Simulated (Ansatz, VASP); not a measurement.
## Sr: VASP beside Ansatz

File INCAR:

```
SYSTEM = Sr
PREC     = Accurate       ! precision mode
ENCUT    = 520            ! plane-wave cutoff, eV
EDIFF    = 1E-6           ! SCF threshold, eV
ISMEAR   = 0              ! smearing method
SIGMA    = 0.15           ! smearing width, eV
LREAL    = .FALSE.        ! projectors in reciprocal space
LASPH    = .TRUE.         ! aspherical terms in the spheres
NELM     = 60             ! most SCF steps
ALGO     = Fast           ! electronic algorithm
ISIF     = 2              ! what is computed and relaxed
LWAVE    = .FALSE.        ! write WAVECAR
LCHARG   = .FALSE.        ! write CHGCAR
GGA      = PE             ! functional
NBANDS   = 11             ! bands
```

KPOINTS

```
Automatic mesh
0
G
  14 14 14
  0 0 0
```

Contents of POSCAR:

```
Sr
1.0
   -2.4250000000      2.4250000000      2.3280000000
    2.4250000000     -2.4250000000      2.3280000000
    2.4250000000      2.4250000000     -2.3280000000
Sr
1
Direct
    0.0000000000      0.0000000000      0.0000000000
```

Input for Ansatz:

```yaml
crystal:
  lattice:
    - [-2.425, 2.425, 2.328]
    - [2.425, -2.425, 2.328]
    - [2.425, 2.425, -2.328]
  atoms:
    - { symbol: Sr, position: [0.0, 0.0, 0.0] }
basis:
  ecutwfc: 420
kpoints:
  mp_grid: { grid: [14, 14, 14] }
hamiltonian:
  xc: pbe
scf:
  occupations: { method: gaussian, width: 0.15 }
output:
  forces: true
  stress: true
  eigenvalues: true
```

Change from the starting cell: strain +0.000 along x and y, -0.040 along z, atoms carried along.

Alike in both runs: task single point; functional PBE; k mesh 14 × 14 × 14; occupations gaussian, width 0.15 eV; no spin polarisation.

|  | VASP | Ansatz |
| --- | --- | --- |
| version | VASP 6.6.1 | Ansatz 0.2.0 |
| potentials or method | VASP PAW PBE potentials, release 64 (Sr_sv), cutoff 520 eV | scalar-relativistic, plane waves, PAW |
| valence electrons in the cell | 10 | 10 |

|  | VASP | Ansatz | Ansatz less VASP |
| --- | --- | --- | --- |
| gap on the k mesh at the Fermi level (eV) | none | none | - |
| pressure (GPa) | -0.1 | -0.1 | 0.00 |
| traceless stress, the component that is largest in VASP (GPa) | 0.09 | 0.08 | -0.003 |

A gap of «none» marks a metal or a gap that the smearing closes.
